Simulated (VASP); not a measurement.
Wanted: the native input for a VASP 6.6.1 run.

- Task: electric field gradients
- Functional: PBE
- Potentials or basis: VASP PAW PBE potentials, release 64 (Te)
- Cutoff: 520 eV
- k mesh: 9 × 9 × 6
- Occupations: fermi-dirac, width 0.08 eV
- Spin: no spin polarisation
- Dipole correction: no
- Further INCAR settings: ALGO = Normal; EDIFF = 1e-08; NBANDS = 16

The structure of Te lies in POSCAR:

```
Te
1.0
    4.4579994587     -0.0668699919     -0.0668699919
   -2.2869108411      3.8941757772     -0.0244761158
   -0.0888750000     -0.0888750000      5.9250000000
Te
3
Direct
    0.7450000000      0.0000000000      0.3333333333
    0.0000000000      0.7450000000      0.6666666667
    0.2550000000      0.2550000000      0.0000000000
```

This cell differs from its parent crystal: equal xy, yz and zx shear strains of -3 %.

The input as run:

INCAR

```
PREC = Accurate
ENCUT = 520
EDIFF = 1E-8
ISMEAR = -1
SIGMA = 0.08
LREAL = False
LASPH = True
NELM = 100
ALGO = Normal
ISIF = 2
LWAVE = False
LCHARG = False
GGA = PE
LEFG = True
NBANDS = 16
```

KPOINTS

```
Automatic mesh
0
Gamma
  9 9 6
```

Potentials or basis: VASP PAW PBE potentials, release 64 (Te).

Command:

```sh
$ cat potpaw_PBE.64/Te/POTCAR > POTCAR
$ mpirun -np 1 vasp_std > vasp.out
```

It gave:

```
Pressure                                : 3.3 GPa
Largest force                           : 0.793 eV/Å
Band gap on the k mesh                  : 0.15 eV
Largest electric field gradient by atom : Te -585.1, -535.4, -565.2 V/Å²
```

Caveat: the cell differs from its parent crystal (equal xy, yz and zx shear strains of -3 %); the cell stands under pressure; semilocal functionals underestimate gaps, and a narrow one can read as zero; without QUAD_EFG the Cq values of the log hold for a quadrupole moment of 1 mb, not for the nuclei; spin-orbit coupling is left out, which moves the levels of the heavy elements.

Wall time 11 min on 1 thread of Intel Xeon 8259CL, with other jobs on the host, peak memory 0.46 GiB.
